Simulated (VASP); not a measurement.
# C: single point with PBEsol

The system is C.

```
C
1.0
     2.55629    1.47588    6.70901
    -2.55629    1.47588    6.70901
     0.00000   -2.95175    6.70901
C
12
Direct
  0.92442 0.65121 0.92442
  0.92442 0.92442 0.65121
  0.65121 0.92442 0.92442
  0.07558 0.34879 0.07558
  0.34879 0.07558 0.07558
  0.07558 0.07558 0.34879
  0.15190 0.69532 0.15190
  0.15190 0.15190 0.69532
  0.69532 0.15190 0.15190
  0.84810 0.30468 0.84810
  0.30468 0.84810 0.84810
  0.84810 0.84810 0.30468
```

```yaml
Program: VASP 6.6.1
Task: single point
Functional: PBEsol
Potentials_or_basis: VASP PAW PBE potentials, release 64 (C_h)
Cutoff: 910 eV
k_mesh: 6 × 6 × 6
Occupations: gaussian, width 0.1 eV
Spin: no spin polarisation
```

```
Pressure               : 0.0 GPa
Largest force          : 0.035 eV/Å
Band gap on the k mesh : zero (bands 24 and 25 overlap by 0.02 eV)
```

Forces in eV/Å, atoms in the order of the input:
```
C    0.027 -0.016  0.003
C    0.000  0.032  0.003
C   -0.027 -0.016  0.003
C   -0.027  0.016 -0.003
C    0.027  0.016 -0.003
C    0.000 -0.032 -0.003
C    0.031 -0.018 -0.003
C    0.000  0.035 -0.003
C   -0.031 -0.018 -0.003
C   -0.031  0.018  0.003
C    0.031  0.018  0.003
C    0.000 -0.035  0.003
```

Levels at points of the mesh, in eV from the Fermi level:
| k point | band 22 | band 23 | band 24 | band 25 | band 26 | band 27 |
| --- | --- | --- | --- | --- | --- | --- |
| (0.00, 0.00, 0.00) | -1.44 | -0.36 | -0.36 | 0.40 | 0.40 | 3.23 |
| (0.50, 0.00, 0.00) | -1.66 | -0.52 | -0.05 | 0.31 | 1.22 | 2.91 |
| (0.50, 0.50, 0.00) | -1.93 | -0.19 | -0.01 | 0.30 | 1.21 | 2.72 |
| (0.50, 0.50, 0.50) | -1.60 | 0.01 | 0.01 | 0.35 | 0.35 | 3.25 |

Wall time 7.9 min on 1 thread of Intel(R) Xeon(R) 6975P-C (Granite Rapids) (shared host), peak memory 0.85 GiB.

Caveat: the cutoff is under 1.25 times the usual one of these potentials, so pressure, stress and relaxed cells hold a basis-set (Pulay) error; this functional lacks dispersion, which binds the layers, so the pressure and a relaxed spacing across them are unreliable; the PAW data sets were made with another functional, which shifts forces and pressure a little.
